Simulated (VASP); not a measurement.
# Ge (Pm-3m) in VASP: a series of runs

The runs below take Ge through single point, with LDA.

All numbers are computed with VASP 6.6.1; they aren't measurements. Logs are shortened: lines on timing, memory, paths and dates and some standing lists are left out, and cuts for length are marked.

### 1 The cell of the first run

Symmetry: Pm-3m, No. 221, cubic system. Conventional cell: a = 2.533 Å, b = 2.533 Å, c = 2.533 Å, α = 90.00°, β = 90.00°, γ = 90.00°. Within 3.3 Å of Ge (site symmetry m-3m) lie 6 Ge at 2.53 Å.

### 2 Single point, LDA (volume scaled by 0.88)

Contents of INCAR:

```
PREC = Accurate
ENCUT = 520
EDIFF = 1E-6
ISMEAR = -1
SIGMA = 0.08
LREAL = False
LASPH = True
NELM = 60
ALGO = Normal
ISIF = 2
LWAVE = False
LCHARG = True
GGA = CA
LELF = True
LVHAR = True
NBANDS = 13
```

Contents of KPOINTS:

```
regular mesh
0
Gamma
  15 15 15
```

Contents of POSCAR:

```
Ge
1.0
    2.5332355136      0.0000000000      0.0000000000
    0.0000000000      2.5332355136      0.0000000000
    0.0000000000      0.0000000000      2.5332355136
Ge
1
Direct
    0.0000000000      0.0000000000      0.0000000000
```

Potentials or basis: VASP PAW LDA potentials, release 64 (Ge_d).

Started as:

```console
> cat potpaw_LDA.64/Ge_d/POTCAR > POTCAR
> mpirun -np 1 vasp_std > vasp.out
```

OUTCAR:

```text
PREC = Accurate
   ENCUT = 520
   EDIFF = 1E-6
   ISMEAR = -1
   LREAL = False
   LASPH = True
   NELM = 60
   ISIF = 2
   GGA = CA

 ion  position               nearest neighbor table
   1  0.000  0.000  0.000-

  LATTYP: Found a simple cubic cell.
 ALAT       =     2.5332355136

  Lattice vectors:

 A1 = (   2.5332355136,   0.0000000000,   0.0000000000)
 A2 = (   0.0000000000,   2.5332355136,   0.0000000000)
 A3 = (   0.0000000000,   0.0000000000,   2.5332355136)

Analysis of symmetry for initial positions (statically):
=====================================================================
 Subroutine PRICEL returns:
 Original cell was already a primitive cell.

 Routine SETGRP: Setting up the symmetry group for a
 simple cubic supercell.

 Subroutine GETGRP returns: Found 48 space group operations
 (whereof 48 operations were pure point group operations)
 out of a pool of 48 trial point group operations.

The static configuration has the point symmetry O_h .

Analysis of symmetry for dynamics (positions and initial velocities):
=====================================================================
 Subroutine PRICEL returns:
 Original cell was already a primitive cell.

 Routine SETGRP: Setting up the symmetry group for a
 simple cubic supercell.

 Subroutine GETGRP returns: Found 48 space group operations
 (whereof 48 operations were pure point group operations)
 out of a pool of 48 trial point group operations.

The dynamic configuration has the point symmetry O_h .

 Subroutine INISYM returns: Found 48 space group operations
 (whereof 48 operations are pure point group operations),
 and found     1 'primitive' translations

----------------------------------------------------------------------------------------

                                     Primitive cell

  volume of cell :      16.2565

  direct lattice vectors                    reciprocal lattice vectors
     2.533235514  0.000000000  0.000000000     0.394752085  0.000000000  0.000000000
     0.000000000  2.533235514  0.000000000     0.000000000  0.394752085  0.000000000
     0.000000000  0.000000000  2.533235514     0.000000000  0.000000000  0.394752085

  length of vectors
     2.533235514  2.533235514  2.533235514     0.394752085  0.394752085  0.394752085

  position of ions in fractional coordinates (direct lattice)
[... 76 lines left out ...]
   NELM   =     60;   NELMIN=  2; NELMDL= -5     # of ELM steps
   EDIFF  = 0.1E-05   stopping-criterion for ELM
   LREAL  =      F    real-space projection
   EDIFFG = 0.1E-04   stopping-criterion for IOM
   NSW    =      0    number of steps for IOM
   IBRION =     -1    ionic relax: 0-MD 1-quasi-New 2-CG
   NFREE  =      0    steps in history (QN), initial steepest desc. (CG)
   ISIF   =      2    stress and relaxation
   ISYM   =      2    0-nonsym 1-usesym 2-fastsym
   POTIM  = 0.5000    time-step for ionic-motion
   TEBEG  =    0.0;   TEEND  =   0.0 temperature during run
   PSTRESS=    0.0 pullay stress
   NELECT =      14.0000    total number of electrons
   NUPDOWN=      -1.0000    fix difference up-down
   EMIN   =  10.00;   EMAX   =-10.00  energy-range for DOS
   EFERMI =   0.00;   METHOD = LEGACY
   ISMEAR =    -1;   SIGMA  =   0.08  broadening in eV -4-tet -1-fermi 0-gaus
   EFERMI_NEDOS =   21; number of points for ismear=-14 and -15
   IALGO  =     38    algorithm
   IMIX   =      4    mixing-type and parameters
     AMIX     =   0.40;   BMIX     =  1.00
     AMIX_MAG =   1.60;   BMIX_MAG =  1.00
  volume/ion in A,a.u.               =      16.26       109.70
  Fermi-wavevector in a.u.,A,eV,Ry     =   1.557550  2.943342 33.007208  2.425961
  Thomas-Fermi vector in A             =   2.661184
   LORBIT       =      0    0 simple, 1 ext, 2 COOP (PROOUT), +10 PAW based schemes
   GGA     = CA    functional components
   LHFCALC =     F    Hartree Fock is set to
   AEXX    =    0.0000 exact exchange contribution
   IVDW    =     0    specifies the selected vdW correction
   LEPSILON=     F    determine dielectric tensor
   LRPA    =     F    only Hartree local field effects (RPA)
 non-spin polarized calculation
  energy-cutoff  :      520.00
  volume of cell :       16.26
 maximum number of plane-waves:       461
 NGX is ok and might be reduce to    20
   NGX =  9   NGY =  9   NGZ =  9

 number of electron      13.9999991 magnetization

 Free energy of the ion-electron system (eV)
  ---------------------------------------------------
  ext. energy  EPLUGINS =         0.00000000
  ---------------------------------------------------
  free energy    TOTEN  =        -4.91044484 eV

  energy without entropy =       -4.90183473  energy(sigma->0) =       -4.90613978

 E-fermi :   7.9292     XC(G=0): -12.2456

 val. band max:        7.9096274992   @ k =   0.4000   0.4000   0.2667
 cond. band min:       7.9786607915   @ k =   0.2667   0.2667   0.1333
 fundamental gap:      0.0690332922
 Fermi energy:         7.9292056845

 k-point     1 :       0.0000    0.0000    0.0000
  band No.  band energies     occupation
      1     -17.0673      2.00000
      2     -17.0673      2.00000
      3     -16.6354      2.00000
      4     -16.6354      2.00000
      5     -16.6354      2.00000
      6      -6.5651      2.00000
      7      15.6113      0.00000
      8      15.6113      0.00000
      9      15.6113      0.00000
     10      18.9077      0.00000
     11      18.9077      0.00000
     12      22.5902      0.00000
     13      39.3461      0.00000
[... 354 lines left out ...]
  band No.  band energies     occupation
      1     -16.9774      2.00000
      2     -16.7784      2.00000
      3     -16.7680      2.00000
      4     -16.7168      2.00000
      5     -16.6665      2.00000
      6      -3.1163      2.00000
      7       5.3800      2.00000
      8      11.5166      0.00000
      9      18.8587      0.00000
     10      20.2355      0.00000
     11      23.4075      0.00000
     12      29.3480      0.00000
     13      29.4067      0.00000

 [... further k-points ...]
[... 5 lines left out ...]
  --------------------------------------------------------------------------------------
  -------------------------------------------------------------------------------------
  Total        1.4576446      1.4576446      1.4576446      0.0000000      0.0000000     -0.0000000
  in kB      143.6598894    143.6598894    143.6598894      0.0000000      0.0000000     -0.0000000
  external PRESSURE =     143.6598894 kB  Pullay stress =       0.0000000 kB

 VOLUME and BASIS-vectors are now :
 -----------------------------------------------------------------------------
  energy-cutoff  :      520.00
  volume of cell :       16.26
      direct lattice vectors                 reciprocal lattice vectors
     2.533235514  0.000000000  0.000000000     0.394752085  0.000000000  0.000000000
     0.000000000  2.533235514  0.000000000     0.000000000  0.394752085  0.000000000
     0.000000000  0.000000000  2.533235514     0.000000000  0.000000000  0.394752085

 POSITION                                       TOTAL-FORCE (eV/Angst)
 -----------------------------------------------------------------------------------
      0.00000      0.00000      0.00000         0.000000      0.000000      0.000000
 -----------------------------------------------------------------------------------
    total drift:                                0.000000      0.000000      0.000000

  FREE ENERGIE OF THE ION-ELECTRON SYSTEM (eV)
  ---------------------------------------------------
  free  energy   TOTEN  =        -4.9104448409 eV

  energy  without entropy=       -4.9018347282  energy(sigma->0) =       -4.90613978
```

OSZICAR:

```text
N       E                     dE             d eps       ncg     rms          rms(c)
DAV:   1     0.599869796945E+02    0.59987E+02   -0.71547E+03  3472   0.306E+03
DAV:   2    -0.185005378311E+00   -0.60172E+02   -0.57286E+02  3295   0.406E+02
DAV:   3    -0.488305052463E+01   -0.46980E+01   -0.46794E+01  3525   0.670E+01
DAV:   4    -0.493953451188E+01   -0.56484E-01   -0.56477E-01  3540   0.782E+00
DAV:   5    -0.493999388208E+01   -0.45937E-03   -0.45937E-03  3635   0.763E-01    0.205E+00
DAV:   6    -0.492041729481E+01    0.19577E-01   -0.71484E-03  3881   0.194E+00    0.115E+00
DAV:   7    -0.491064189044E+01    0.97754E-02   -0.55696E-03  3769   0.131E+00    0.835E-02
DAV:   8    -0.491044609149E+01    0.19580E-03   -0.64007E-04  3780   0.627E-01    0.414E-02
DAV:   9    -0.491044492516E+01    0.11663E-05   -0.14025E-05  4093   0.775E-02    0.641E-03
DAV:  10    -0.491044484089E+01    0.84279E-07   -0.32480E-07  2510   0.762E-03
   1 F= -.49104448E+01 E0= -.49061398E+01  d E =-.861011E-02
```

stdout:

```text
POSCAR found type information on POSCAR Ge
 POSCAR found :  1 types and       1 ions
 scaLAPACK will be used
 LDA part: xc-table for (Slater(with rela. corr.)+CA(PZ))
 , standard interpolation
 POSCAR, INCAR and KPOINTS ok, starting setup
 FFT: planning ... GRIDC
 FFT: planning ... GRID_SOFT
 FFT: planning ... GRID
 WAVECAR not read
 entering main loop
```

Wall time 8.1 s (1 thread of Intel Xeon 6975P-C (Granite Rapids), shared host); peak memory 0.13 GiB.

Results:

* Free energy: -4.9104 eV
* Pressure: 14.4 GPa
* Band gap on the k mesh: zero (band 7 reaches 15.61 eV, above the bottom of band 8 at 5.22 eV)

Caveat: the cell differs from its parent crystal (volume scaled by 0.88).

### 3 Single point, LDA

This run uses another cell than the first one, of 18.47 Å³/atom, 1.136 times its volume.

Contents of INCAR:

```
SYSTEM = Ge
PREC = Accurate
ENCUT = 520
EDIFF = 1E-7
ISMEAR = -1
SIGMA = 0.08
LREAL = .False.
LASPH = .True.
NELM = 60
ALGO = Normal
ISIF = 2
LWAVE = .False.
LCHARG = .True.
GGA = CA
LELF = .True.
LVHAR = .True.
NBANDS = 13
```

Contents of KPOINTS:

```
Automatic mesh
0
Gamma
  15 15 15
  0 0 0
```

Contents of POSCAR:

```
Ge
1.0
    2.6435123504      0.0000000000      0.0000000000
    0.0000000000      2.6435123504      0.0000000000
    0.0000000000      0.0000000000      2.6435123504
Ge
1
Direct
    0.0000000000      0.0000000000      0.0000000000
```

Potentials or basis: VASP PAW LDA potentials, release 64 (Ge_d).

Started as:

```console
> cat potpaw_LDA.64/Ge_d/POTCAR > POTCAR
> mpirun -np 1 vasp_std > vasp.out
```

OUTCAR:

```text
SYSTEM = Ge
   PREC = Accurate
   ENCUT = 520
   EDIFF = 1E-7
   ISMEAR = -1
   LREAL = .False.
   LASPH = .True.
   NELM = 60
   ISIF = 2
   GGA = CA

 ion  position               nearest neighbor table
   1  0.000  0.000  0.000-

  LATTYP: Found a simple cubic cell.
 ALAT       =     2.6435123504

  Lattice vectors:

 A1 = (   2.6435123504,   0.0000000000,   0.0000000000)
 A2 = (   0.0000000000,   2.6435123504,   0.0000000000)
 A3 = (   0.0000000000,   0.0000000000,   2.6435123504)

Analysis of symmetry for initial positions (statically):
=====================================================================
 Subroutine PRICEL returns:
 Original cell was already a primitive cell.

 Routine SETGRP: Setting up the symmetry group for a
 simple cubic supercell.

 Subroutine GETGRP returns: Found 48 space group operations
 (whereof 48 operations were pure point group operations)
 out of a pool of 48 trial point group operations.

The static configuration has the point symmetry O_h .

Analysis of symmetry for dynamics (positions and initial velocities):
=====================================================================
 Subroutine PRICEL returns:
 Original cell was already a primitive cell.

 Routine SETGRP: Setting up the symmetry group for a
 simple cubic supercell.

 Subroutine GETGRP returns: Found 48 space group operations
 (whereof 48 operations were pure point group operations)
 out of a pool of 48 trial point group operations.

The dynamic configuration has the point symmetry O_h .

 Subroutine INISYM returns: Found 48 space group operations
 (whereof 48 operations are pure point group operations),
 and found     1 'primitive' translations

----------------------------------------------------------------------------------------

                                     Primitive cell

  volume of cell :      18.4733

  direct lattice vectors                    reciprocal lattice vectors
     2.643512350  0.000000000  0.000000000     0.378284595  0.000000000  0.000000000
     0.000000000  2.643512350  0.000000000     0.000000000  0.378284595  0.000000000
     0.000000000  0.000000000  2.643512350     0.000000000  0.000000000  0.378284595

  length of vectors
     2.643512350  2.643512350  2.643512350     0.378284595  0.378284595  0.378284595

  position of ions in fractional coordinates (direct lattice)
     0.000000000  0.000000000  0.000000000

  ion indices of the primitive-cell ions
   primitive index   ion index
                 1           1

----------------------------------------------------------------------------------------

 KPOINTS: Automatic mesh

Automatic generation of k-mesh.
 Grid dimensions read from file:
 generate k-points for:   15   15   15

 Generating k-lattice:

  Cartesian coordinates                     Fractional coordinates (reciprocal lattice)
     0.025218973  0.000000000  0.000000000     0.066666667  0.000000000  0.000000000
     0.000000000  0.025218973  0.000000000     0.000000000  0.066666667  0.000000000
     0.000000000  0.000000000  0.025218973     0.000000000  0.000000000  0.066666667

  Length of vectors
     0.025218973  0.025218973  0.025218973

  Shift w.r.t. Gamma in fractional coordinates (k-lattice)
     0.000000000  0.000000000  0.000000000

 Subroutine IBZKPT returns following result:
 ===========================================

 Found    120 irreducible k-points:

 Following reciprocal coordinates:
            Coordinates               Weight
  0.000000  0.000000  0.000000      1.000000
  0.066667  0.000000  0.000000      6.000000
  0.133333  0.000000  0.000000      6.000000
  0.200000  0.000000  0.000000      6.000000
  0.266667  0.000000  0.000000      6.000000
  0.333333  0.000000  0.000000      6.000000
[... 16 lines left out ...]
  0.266667  0.200000  0.000000     24.000000
  0.333333  0.200000  0.000000     24.000000
 [... further k-points ...]
   k-points           NKPTS =    120   k-points in BZ     NKDIM =    120   number of bands    NBANDS=     13
   number of dos      NEDOS =    301   number of ions     NIONS =      1
   total plane-waves  NPLWV =   8000
   dimension x,y,z NGX =    20 NGY =   20 NGZ =   20
   dimension x,y,z NGXF=    40 NGYF=   40 NGZF=   40
   ions per type =               1
   NGX,Y,Z   is equivalent  to a cutoff of  12.58, 12.58, 12.58 a.u.
   NGXF,Y,Z  is equivalent  to a cutoff of  25.16, 25.16, 25.16 a.u.
 SYSTEM =  Ge
   PREC   = accura    normal or accurate (medium, high low for compatibility)
   ISTART =      0    job   : 0-new  1-cont  2-samecut
   ICHARG =      2    charge: 1-file 2-atom 10-const
   ISPIN  =      1    spin polarized calculation?
   LNONCOLLINEAR =      F non collinear calculations
   LSORBIT =      F    spin-orbit coupling
   LASPH  =      T    aspherical Exc in radial PAW
   ENCUT  =  520.0 eV  38.22 Ry    6.18 a.u.   4.92  4.92  4.92*2*pi/ulx,y,z
   NELM   =     60;   NELMIN=  2; NELMDL= -5     # of ELM steps
   EDIFF  = 0.1E-06   stopping-criterion for ELM
   LREAL  =      F    real-space projection
   EDIFFG = 0.1E-05   stopping-criterion for IOM
   NSW    =      0    number of steps for IOM
   IBRION =     -1    ionic relax: 0-MD 1-quasi-New 2-CG
   NFREE  =      0    steps in history (QN), initial steepest desc. (CG)
   ISIF   =      2    stress and relaxation
   ISYM   =      2    0-nonsym 1-usesym 2-fastsym
   POTIM  = 0.5000    time-step for ionic-motion
   TEBEG  =    0.0;   TEEND  =   0.0 temperature during run
   PSTRESS=    0.0 pullay stress
   NELECT =      14.0000    total number of electrons
   NUPDOWN=      -1.0000    fix difference up-down
   EMIN   =  10.00;   EMAX   =-10.00  energy-range for DOS
   EFERMI =   0.00;   METHOD = LEGACY
   ISMEAR =    -1;   SIGMA  =   0.08  broadening in eV -4-tet -1-fermi 0-gaus
   EFERMI_NEDOS =   21; number of points for ismear=-14 and -15
   IALGO  =     38    algorithm
   IMIX   =      4    mixing-type and parameters
     AMIX     =   0.40;   BMIX     =  1.00
     AMIX_MAG =   1.60;   BMIX_MAG =  1.00
  volume/ion in A,a.u.               =      18.47       124.66
  Fermi-wavevector in a.u.,A,eV,Ry     =   1.492575  2.820558 30.310789  2.227780
  Thomas-Fermi vector in A             =   2.605085
   LORBIT       =      0    0 simple, 1 ext, 2 COOP (PROOUT), +10 PAW based schemes
   GGA     = CA    functional components
   LHFCALC =     F    Hartree Fock is set to
   AEXX    =    0.0000 exact exchange contribution
   IVDW    =     0    specifies the selected vdW correction
   LEPSILON=     F    determine dielectric tensor
   LRPA    =     F    only Hartree local field effects (RPA)
 non-spin polarized calculation
  energy-cutoff  :      520.00
  volume of cell :       18.47
 maximum number of plane-waves:       509
 NGX is ok and might be reduce to    20
   NGX =  9   NGY =  9   NGZ =  9

 number of electron      14.0000007 magnetization

 Free energy of the ion-electron system (eV)
  ---------------------------------------------------
  ext. energy  EPLUGINS =         0.00000000
  ---------------------------------------------------
  free energy    TOTEN  =        -5.00054966 eV

  energy without entropy =       -4.98909731  energy(sigma->0) =       -4.99482348

 E-fermi :   6.4018     XC(G=0): -11.5773

 val. band max:        6.3811010249   @ k =   0.4000   0.3333   0.0000
 cond. band min:       6.4091944592   @ k =   0.3333   0.3333   0.1333
 fundamental gap:      0.0280934343
 Fermi energy:         6.4017623007

 k-point     1 :       0.0000    0.0000    0.0000
  band No.  band energies     occupation
      1     -18.3871      2.00000
      2     -18.3871      2.00000
      3     -18.0843      2.00000
      4     -18.0843      2.00000
      5     -18.0843      2.00000
      6      -6.9112      2.00000
      7      13.3689      0.00000
      8      13.3689      0.00000
      9      13.3689      0.00000
     10      16.8598      0.00000
     11      16.8598      0.00000
     12      19.6275      0.00000
     13      36.1051      0.00000
[... 353 lines left out ...]
 k-point    24 :       0.3333    0.2000    0.0000
  band No.  band energies     occupation
      1     -18.3233      2.00000
      2     -18.1815      2.00000
      3     -18.1723      2.00000
      4     -18.1407      2.00000
      5     -18.1059      2.00000
      6      -3.8351      2.00000
      7       4.1831      2.00000
      8       9.6451      0.00000
      9      16.1557      0.00000
     10      18.0272      0.00000
     11      20.8588      0.00000
     12      26.3543      0.00000
     13      26.4556      0.00000

 [... further k-points ...]

------------------------ aborting loop because EDIFF is reached ----------------------------------------

  FORCE on cell =-STRESS in cart. coord.  units (eV):
  Direction    XX          YY          ZZ          XY          YZ          ZX
  --------------------------------------------------------------------------------------
  -------------------------------------------------------------------------------------
  Total        0.0042776      0.0042776      0.0042776     -0.0000000      0.0000000     -0.0000000
  in kB        0.3709938      0.3709938      0.3709938     -0.0000000      0.0000000     -0.0000000
  external PRESSURE =       0.3709938 kB  Pullay stress =       0.0000000 kB

 VOLUME and BASIS-vectors are now :
 -----------------------------------------------------------------------------
  energy-cutoff  :      520.00
  volume of cell :       18.47
      direct lattice vectors                 reciprocal lattice vectors
     2.643512350  0.000000000  0.000000000     0.378284595  0.000000000  0.000000000
     0.000000000  2.643512350  0.000000000     0.000000000  0.378284595  0.000000000
     0.000000000  0.000000000  2.643512350     0.000000000  0.000000000  0.378284595

 POSITION                                       TOTAL-FORCE (eV/Angst)
 -----------------------------------------------------------------------------------
      0.00000      0.00000      0.00000         0.000000      0.000000      0.000000
 -----------------------------------------------------------------------------------
    total drift:                                0.000000      0.000000      0.000000

  FREE ENERGIE OF THE ION-ELECTRON SYSTEM (eV)
  ---------------------------------------------------
  free  energy   TOTEN  =        -5.0005496583 eV

  energy  without entropy=       -4.9890973078  energy(sigma->0) =       -4.99482348
```

Wall time 8.1 s (1 thread of Intel Xeon 6975P-C (Granite Rapids), shared host); peak memory 0.13 GiB.

What came out:

```
Free energy            : -5.0005 eV
Pressure               : 0.0 GPa
Band gap on the k mesh : zero (band 7 reaches 13.37 eV, above the bottom of band 8 at 3.96 eV)
```

Levels at points of the mesh, in eV from the Fermi level:
```tsv
k point	band 5	band 6	band 7	band 8	band 9	band 10
(0.00, 0.00, 0.00)	-24.49	-13.31	6.97	6.97	6.97	10.46
```
